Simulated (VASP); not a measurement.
A run of VASP 6.6.1 is set up as follows.

File INCAR:

```
PREC     = Accurate       # precision mode
ENCUT    = 520            # plane-wave cutoff, eV
EDIFF    = 1E-7           # SCF threshold, eV
ISMEAR   = 0              # smearing method
SIGMA    = 0.02           # smearing width, eV
LREAL    = F              # projectors in reciprocal space
LASPH    = T              # aspherical terms in the spheres
NELM     = 100            # most SCF steps
ALGO     = Normal         # electronic algorithm
ISIF     = 2              # what is computed and relaxed
LWAVE    = F              # write WAVECAR
LCHARG   = F              # write CHGCAR
GGA      = PS             # functional
NBANDS   = 55             # bands
```

KPOINTS

```
regular mesh
0
Gamma
  6 6 6
```

Contents of POSCAR:

```
In2O3
1.0
    2.7559971599      1.5911757021      4.8445282397
   -2.7559971599      1.5911757021      4.8445282397
    0.0000000000     -3.1823514043      4.8445282397
In O
4 6
Direct
    0.3574536553      0.3574536553      0.3574536553
    0.1425463447      0.1425463447      0.1425463447
    0.6425463447      0.6425463447      0.6425463447
    0.8574536553      0.8574536553      0.8574536553
    0.5458387896      0.9541612104      0.2500000000
    0.2500000000      0.5458387896      0.9541612104
    0.9541612104      0.2500000000      0.5458387896
    0.4541612104      0.0458387896      0.7500000000
    0.7500000000      0.4541612104      0.0458387896
    0.0458387896      0.7500000000      0.4541612104
```

Potentials or basis: VASP PAW PBE potentials, release 64 (In_d, O).

Launch:

```console
$ cat potpaw_PBE.64/In_d/POTCAR potpaw_PBE.64/O/POTCAR > POTCAR
$ mpirun -np 1 vasp_std > vasp.out
```

Estimate the largest force.

0.004 eV/Å.

Predict the pressure.

0.6 GPa.

Predict the band gap on the k mesh.

1.11 eV, indirect (least direct gap 1.16 eV).

Stress tensor (GPa, compression positive):
```
0.61 0.00 0.00
0.00 0.61 0.00
0.00 0.00 0.47
```

Caveat: the PAW data sets were made with another functional, which shifts forces and pressure a little; spin-orbit coupling is left out, which moves the levels of the heavy elements. A k mesh can miss the band edges.
